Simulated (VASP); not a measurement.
Here is a VASP 6.6.1 calculation.

File INCAR:

```
SYSTEM = In2O3
  PREC = Accurate
  ENCUT = 520
  EDIFF = 1E-6
  ISMEAR = 0
  SIGMA = 0.01
  LREAL = Auto
  LASPH = .TRUE.
  NELM = 80
  ALGO = Normal
  ISIF = 2
  LWAVE = .FALSE.
  LCHARG = .TRUE.
  LELF = .TRUE.
  LVHAR = .TRUE.
  NBANDS = 202
```

Contents of KPOINTS:

```
Automatic mesh
0
G
  2 2 2
  0 0 0
```

File POSCAR:

```
In2O3
1.0
   -5.0585000000      5.0585000000      5.0585000000
    5.0585000000     -5.0585000000      5.0585000000
    5.0585000000      5.0585000000     -5.0585000000
In O
16 24
Direct
    0.5000000000      0.5000000000      0.5000000000
    0.5000000000      0.0000000000      0.0000000000
    0.0000000000      0.5000000000      0.0000000000
    0.0000000000      0.0000000000      0.5000000000
    0.2500000000      0.7162874635      0.4662874635
    0.7500000000      0.7837125365      0.0337125365
    0.4662874635      0.2500000000      0.7162874635
    0.0337125365      0.7500000000      0.7837125365
    0.7162874635      0.4662874635      0.2500000000
    0.7837125365      0.0337125365      0.7500000000
    0.7500000000      0.2837125365      0.5337125365
    0.2500000000      0.2162874635      0.9662874635
    0.5337125365      0.7500000000      0.2837125365
    0.9662874635      0.2500000000      0.2162874635
    0.2837125365      0.5337125365      0.7500000000
    0.2162874635      0.9662874635      0.2500000000
    0.5365380890      0.7719319154      0.5439757978
    0.7279561176      0.9925622912      0.9560242022
    0.9634619110      0.5074377088      0.2353938264
    0.7720438824      0.7280680846      0.2646061736
    0.5439757978      0.5365380890      0.7719319154
    0.9560242022      0.7279561176      0.9925622912
    0.2353938264      0.9634619110      0.5074377088
    0.2646061736      0.7720438824      0.7280680846
    0.7719319154      0.5439757978      0.5365380890
    0.9925622912      0.9560242022      0.7279561176
    0.5074377088      0.2353938264      0.9634619110
    0.7280680846      0.2646061736      0.7720438824
    0.4634619110      0.2280680846      0.4560242022
    0.2720438824      0.0074377088      0.0439757978
    0.0365380890      0.4925622912      0.7646061736
    0.2279561176      0.2719319154      0.7353938264
    0.4560242022      0.4634619110      0.2280680846
    0.0439757978      0.2720438824      0.0074377088
    0.7646061736      0.0365380890      0.4925622912
    0.7353938264      0.2279561176      0.2719319154
    0.2280680846      0.4560242022      0.4634619110
    0.0074377088      0.0439757978      0.2720438824
    0.4925622912      0.7646061736      0.0365380890
    0.2719319154      0.7353938264      0.2279561176
```

Potentials or basis: VASP PAW LDA potentials, release 64 (In_d, O).

Launch:

```sh
$ cat potpaw_LDA.64/In_d/POTCAR potpaw_LDA.64/O/POTCAR > POTCAR
$ mpirun -np 1 vasp_std > vasp.out
```

(1) Estimate the pressure.

(2) Predict the largest force.

## Answers

(1) -2.1 GPa.

(2) 0.012 eV/Å.

Caveat: the k points lie up to 0.44 Å⁻¹ apart.
